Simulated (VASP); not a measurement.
# ZrC (Fm-3m) in VASP: notebook

ZrC is run at these levels: PBEsol; tasks: single point.

Everything below comes from runs of VASP 6.6.1. Logs are shortened: lines on timing, memory, paths and dates and some standing lists are left out, and cuts for length are marked.

### Step 1. The cell of the first run

It takes space group Fm-3m (No. 225, cubic). Conventional cell: a = 4.451 Å, b = 4.451 Å, c = 4.451 Å, α = 90.00°, β = 90.00°, γ = 90.00°. Zr (site symmetry m-3m) has 6 C at 2.23 Å within 2.9 Å. C (site symmetry m-3m) has 6 Zr at 2.23 Å within 2.9 Å.

### Step 2. Single point, PBEsol

The input, INCAR:

```
PREC     = Accurate       # precision mode
ENCUT    = 520            # plane-wave cutoff, eV
EDIFF    = 1E-7           # SCF threshold, eV
ISMEAR   = 1              # smearing method
SIGMA    = 0.05           # smearing width, eV
LREAL    = False          # projectors in reciprocal space
LASPH    = True           # aspherical terms in the spheres
NELM     = 60             # most SCF steps
ALGO     = Normal         # electronic algorithm
ISIF     = 2              # what is computed and relaxed
LWAVE    = False          # write WAVECAR
LCHARG   = False          # write CHGCAR
GGA      = PS             # functional
NBANDS   = 15             # bands
```

The input, KPOINTS:

```
regular mesh
0
Gamma
  8 8 8
```

The input, POSCAR:

```
ZrC
1.0
    0.0000000000      2.2257040915      2.2257040915
    2.2257040915      0.0000000000      2.2257040915
    2.2257040915      2.2257040915      0.0000000000
Zr C
1 1
Direct
    0.5000000000      0.5000000000      0.5000000000
    0.0000000000      0.0000000000      0.0000000000
```

Potentials or basis: VASP PAW PBE potentials, release 64 (Zr_sv, C).

Command:

```bash
$ cat potpaw_PBE.64/Zr_sv/POTCAR potpaw_PBE.64/C/POTCAR > POTCAR
$ mpirun -np 1 vasp_std > vasp.out
```

OUTCAR:

```text
PREC = Accurate
   ENCUT = 520
   EDIFF = 1E-7
   ISMEAR = 1
   LREAL = False
   LASPH = True
   NELM = 60
   ISIF = 2
   GGA = PS

 ion  position               nearest neighbor table
   1  0.500  0.500  0.500-   2 2.23   2 2.23   2 2.23   2 2.23   2 2.23   2 2.23
   2  0.000  0.000  0.000-   1 2.23   1 2.23   1 2.23   1 2.23   1 2.23   1 2.23

  LATTYP: Found a face centered cubic cell.
 ALAT       =     4.4514081830

  Lattice vectors:

 A1 = (   0.0000000000,   2.2257040915,   2.2257040915)
 A2 = (   2.2257040915,   0.0000000000,   2.2257040915)
 A3 = (   2.2257040915,   2.2257040915,   0.0000000000)

Analysis of symmetry for initial positions (statically):
=====================================================================
 Subroutine PRICEL returns:
 Original cell was already a primitive cell.

 Routine SETGRP: Setting up the symmetry group for a
 face centered cubic supercell.

 Subroutine GETGRP returns: Found 48 space group operations
 (whereof 48 operations were pure point group operations)
 out of a pool of 48 trial point group operations.

The static configuration has the point symmetry O_h .

Analysis of symmetry for dynamics (positions and initial velocities):
=====================================================================
 Subroutine PRICEL returns:
 Original cell was already a primitive cell.

 Routine SETGRP: Setting up the symmetry group for a
 face centered cubic supercell.

 Subroutine GETGRP returns: Found 48 space group operations
 (whereof 48 operations were pure point group operations)
 out of a pool of 48 trial point group operations.

The dynamic configuration has the point symmetry O_h .

 Subroutine INISYM returns: Found 48 space group operations
 (whereof 48 operations are pure point group operations),
 and found     1 'primitive' translations

----------------------------------------------------------------------------------------

                                     Primitive cell

  volume of cell :      22.0512

  direct lattice vectors                    reciprocal lattice vectors
     0.000000000  2.225704091  2.225704091    -0.224648012  0.224648012  0.224648012
     2.225704091  0.000000000  2.225704091     0.224648012 -0.224648012  0.224648012
     2.225704091  2.225704091  0.000000000     0.224648012  0.224648012 -0.224648012

  length of vectors
     3.147620912  3.147620912  3.147620912     0.389101771  0.389101771  0.389101771

  position of ions in fractional coordinates (direct lattice)
     0.500000000  0.500000000  0.500000000
     0.000000000  0.000000000  0.000000000

  ion indices of the primitive-cell ions
   primitive index   ion index
                 1           1
                 2           2

----------------------------------------------------------------------------------------

 KPOINTS: regular mesh

Automatic generation of k-mesh.
 Grid dimensions read from file:
 generate k-points for:    8    8    8

 Generating k-lattice:

  Cartesian coordinates                     Fractional coordinates (reciprocal lattice)
    -0.028081002  0.028081002  0.028081002     0.125000000  0.000000000  0.000000000
     0.028081002 -0.028081002  0.028081002     0.000000000  0.125000000  0.000000000
     0.028081002  0.028081002 -0.028081002     0.000000000  0.000000000  0.125000000

  Length of vectors
     0.048637721  0.048637721  0.048637721

  Shift w.r.t. Gamma in fractional coordinates (k-lattice)
     0.000000000  0.000000000  0.000000000

 Subroutine IBZKPT returns following result:
 ===========================================

 Found     29 irreducible k-points:

 Following reciprocal coordinates:
            Coordinates               Weight
  0.000000  0.000000  0.000000      1.000000
  0.125000  0.000000  0.000000      8.000000
  0.250000  0.000000  0.000000      8.000000
  0.375000  0.000000  0.000000      8.000000
  0.500000  0.000000  0.000000      4.000000
  0.125000  0.125000  0.000000      6.000000
[... 16 lines left out ...]
  0.500000  0.250000  0.125000     48.000000
 -0.375000  0.250000  0.125000     24.000000
 [... further k-points ...]
   k-points           NKPTS =     29   k-points in BZ     NKDIM =     29   number of bands    NBANDS=     15
   number of dos      NEDOS =    301   number of ions     NIONS =      2
   total plane-waves  NPLWV =  13824
   dimension x,y,z NGX =    24 NGY =   24 NGZ =   24
   dimension x,y,z NGXF=    48 NGYF=   48 NGZF=   48
   ions per type =               1   1
   NGX,Y,Z   is equivalent  to a cutoff of  12.68, 12.68, 12.68 a.u.
   NGXF,Y,Z  is equivalent  to a cutoff of  25.35, 25.35, 25.35 a.u.
 SYSTEM =  unknown system
   PREC   = accura    normal or accurate (medium, high low for compatibility)
   ISTART =      0    job   : 0-new  1-cont  2-samecut
   ICHARG =      2    charge: 1-file 2-atom 10-const
   ISPIN  =      1    spin polarized calculation?
   LNONCOLLINEAR =      F non collinear calculations
   LSORBIT =      F    spin-orbit coupling
   LASPH  =      T    aspherical Exc in radial PAW
   ENCUT  =  520.0 eV  38.22 Ry    6.18 a.u.   5.85  5.85  5.85*2*pi/ulx,y,z
   NELM   =     60;   NELMIN=  2; NELMDL= -5     # of ELM steps
   EDIFF  = 0.1E-06   stopping-criterion for ELM
   LREAL  =      F    real-space projection
   EDIFFG = 0.1E-05   stopping-criterion for IOM
   NSW    =      0    number of steps for IOM
   IBRION =     -1    ionic relax: 0-MD 1-quasi-New 2-CG
   NFREE  =      0    steps in history (QN), initial steepest desc. (CG)
   ISIF   =      2    stress and relaxation
   ISYM   =      2    0-nonsym 1-usesym 2-fastsym
   POTIM  = 0.5000    time-step for ionic-motion
   TEBEG  =    0.0;   TEEND  =   0.0 temperature during run
   PSTRESS=    0.0 pullay stress
   NELECT =      16.0000    total number of electrons
   NUPDOWN=      -1.0000    fix difference up-down
   EMIN   =  10.00;   EMAX   =-10.00  energy-range for DOS
   EFERMI =   0.00;   METHOD = LEGACY
   ISMEAR =     1;   SIGMA  =   0.05  broadening in eV -4-tet -1-fermi 0-gaus
   EFERMI_NEDOS =   21; number of points for ismear=-14 and -15
   IALGO  =     38    algorithm
   IMIX   =      4    mixing-type and parameters
     AMIX     =   0.40;   BMIX     =  1.00
     AMIX_MAG =   1.60;   BMIX_MAG =  1.00
  volume/ion in A,a.u.               =      11.03        74.40
  Fermi-wavevector in a.u.,A,eV,Ry     =   1.471084  2.779945 29.444197  2.164087
  Thomas-Fermi vector in A             =   2.586262
   LORBIT       =      0    0 simple, 1 ext, 2 COOP (PROOUT), +10 PAW based schemes
   GGA     = PS    functional components
   LHFCALC =     F    Hartree Fock is set to
   AEXX    =    0.0000 exact exchange contribution
   IVDW    =     0    specifies the selected vdW correction
   LEPSILON=     F    determine dielectric tensor
   LRPA    =     F    only Hartree local field effects (RPA)
 non-spin polarized calculation
 Methfessel and Paxton  Order N= 1 SIGMA  =   0.05
  energy-cutoff  :      520.00
  volume of cell :       22.05
 maximum number of plane-waves:       609
   NGX = 11   NGY = 11   NGZ = 11

 number of electron      16.0000000 magnetization

 Free energy of the ion-electron system (eV)
  ---------------------------------------------------
  ext. energy  EPLUGINS =         0.00000000
  ---------------------------------------------------
  free energy    TOTEN  =       -20.13544738 eV

  energy without entropy =      -20.13512122  energy(sigma->0) =      -20.13533866

 E-fermi :  11.4862     XC(G=0): -13.1046

 val. band max:       11.3552965709   @ k =   0.1250   0.1250   0.0000
 cond. band min:      11.4862645503   @ k =   0.3750   0.3750   0.0000
 fundamental gap:      0.1309679794
 Fermi energy:        11.4862251013

 k-point     1 :       0.0000    0.0000    0.0000
  band No.  band energies     occupation
      1     -35.9056      2.00000
      2     -13.4814      2.00000
      3     -13.4814      2.00000
      4     -13.4814      2.00000
      5      -0.3058      2.00000
      6      12.4818     -0.00000
      7      12.4818     -0.00000
      8      12.4818     -0.00000
      9      12.5633      0.00000
     10      12.5633      0.00000
     11      12.5633      0.00000
     12      14.7663      0.00000
     13      14.7663      0.00000
     14      20.7724      0.00000
     15      22.1533      0.00000

 k-point     2 :       0.1250    0.0000    0.0000
  band No.  band energies     occupation
      1     -35.8749      2.00000
      2     -13.7325      2.00000
      3     -13.5006      2.00000
      4     -13.5006      2.00000
      5       0.1596      2.00000
      6      10.5682      2.00000
      7      10.9296      2.00000
      8      10.9296      2.00000
      9      13.1787      0.00000
     10      13.1787      0.00000
     11      13.7385      0.00000
     12      16.6038      0.00000
     13      16.6038      0.00000
     14      21.4324      0.00000
     15      23.3295      0.00000

 k-point     3 :       0.2500    0.0000    0.0000
  band No.  band energies     occupation
      1     -35.7997      2.00000
      2     -14.2967      2.00000
      3     -13.5467      2.00000
      4     -13.5467      2.00000
      5       1.3318      2.00000
      6       8.4440      2.00000
      7       9.3209      2.00000
      8       9.3209      2.00000
      9      14.3798      0.00000
     10      14.3798      0.00000
     11      14.6112      0.00000
     12      19.5256      0.00000
     13      19.5256      0.00000
     14      22.3219      0.00000
     15      25.8804      0.00000
[... 343 lines left out ...]
 k-point    23 :       0.5000    0.2500    0.1250
  band No.  band energies     occupation
      1     -35.6816      2.00000
      2     -14.6677      2.00000
      3     -13.9814      2.00000
      4     -13.7023      2.00000
      5       2.3018      2.00000
      6       7.0022      2.00000
      7       8.7173      2.00000
      8       9.0831      2.00000
      9      14.0189      0.00000
     10      17.0209      0.00000
     11      17.5444      0.00000
     12      19.6091      0.00000
     13      21.8091      0.00000
     14      24.0474      0.00000
     15      27.0587      0.00000

 k-point    24 :      -0.3750    0.2500    0.1250
  band No.  band energies     occupation
      1     -35.6557      2.00000
      2     -14.7848      2.00000
      3     -14.0181      2.00000
      4     -13.7481      2.00000
      5       2.5315      2.00000
      6       6.7625      2.00000
      7       8.6958      2.00000
      8       8.8149      2.00000
      9      15.3615      0.00000
     10      15.9099      0.00000
     11      17.8430      0.00000
     12      21.2701      0.00000
     13      22.1214      0.00000
     14      23.3118      0.00000
     15      27.1655      0.00000

 [... further k-points ...]
[... 5 lines left out ...]
  --------------------------------------------------------------------------------------
  -------------------------------------------------------------------------------------
  Total        6.2636673      6.2636673      6.2636673      0.0000000      0.0000000      0.0000000
  in kB      455.1001681    455.1001681    455.1001681      0.0000000      0.0000000      0.0000000
  external PRESSURE =     455.1001681 kB  Pullay stress =       0.0000000 kB

 VOLUME and BASIS-vectors are now :
 -----------------------------------------------------------------------------
  energy-cutoff  :      520.00
  volume of cell :       22.05
      direct lattice vectors                 reciprocal lattice vectors
     0.000000000  2.225704091  2.225704091    -0.224648012  0.224648012  0.224648012
     2.225704091  0.000000000  2.225704091     0.224648012 -0.224648012  0.224648012
     2.225704091  2.225704091  0.000000000     0.224648012  0.224648012 -0.224648012

 POSITION                                       TOTAL-FORCE (eV/Angst)
 -----------------------------------------------------------------------------------
      2.22570      2.22570      2.22570         0.000000      0.000000      0.000000
      0.00000      0.00000      0.00000        -0.000000     -0.000000     -0.000000
 -----------------------------------------------------------------------------------
    total drift:                                0.000000     -0.000000      0.000000

  FREE ENERGIE OF THE ION-ELECTRON SYSTEM (eV)
  ---------------------------------------------------
  free  energy   TOTEN  =       -20.1354473759 eV

  energy  without entropy=      -20.1351212188  energy(sigma->0) =      -20.13533866
```

It took 12 s on 1 thread of Intel Xeon 8259CL, shared host; peak memory 0.14 GiB.

What came out:

```
Free energy            : -20.1354 eV
Pressure               : 45.5 GPa
Band gap on the k mesh : zero (band 8 reaches 12.48 eV, above the bottom of band 9 at 11.11 eV)
```

Caveat: the PAW data sets were made with another functional, which shifts forces and pressure a little.

[end of part 1 of 2]
